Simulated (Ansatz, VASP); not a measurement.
One calculation of Al3BiO, two programs

```
Al Bi O
1.0
     5.16230    0.00000    0.00000
     0.00000    5.16230    0.00000
     0.00000    0.00000    3.65528
Al Bi O
3 1 1
Direct
  0.00000 0.00000 0.00000
  0.00000 0.50000 0.50000
  0.50000 0.00000 0.50000
  0.50000 0.50000 0.00000
  0.00000 0.00000 0.50000
```

Alike in both runs: functional PBE; k mesh 8 × 8 × 10; occupations gaussian, width 0.1 eV; no spin polarisation.

Ansatz relaxed the structure, and its values are those at the end. VASP's run is a single point on that final structure, the one shown.

|  | VASP | Ansatz |
| --- | --- | --- |
| version | VASP 6.6.1 | Ansatz 0.2.0 |
| potentials or method | VASP PAW PBE potentials, release 64 (Al, Bi_d, O), cutoff 520 eV | scalar-relativistic, plane waves, PAW |
| valence electrons in the cell | 30 | 30 |

```csv
,VASP,Ansatz,Ansatz less VASP
gap on the k mesh at the Fermi level (eV),none,none,-
pressure (GPa),0.0,0.0,+0.04
```

A gap of «none» marks a metal or a gap that the smearing closes.

Spin-orbit coupling is off throughout.
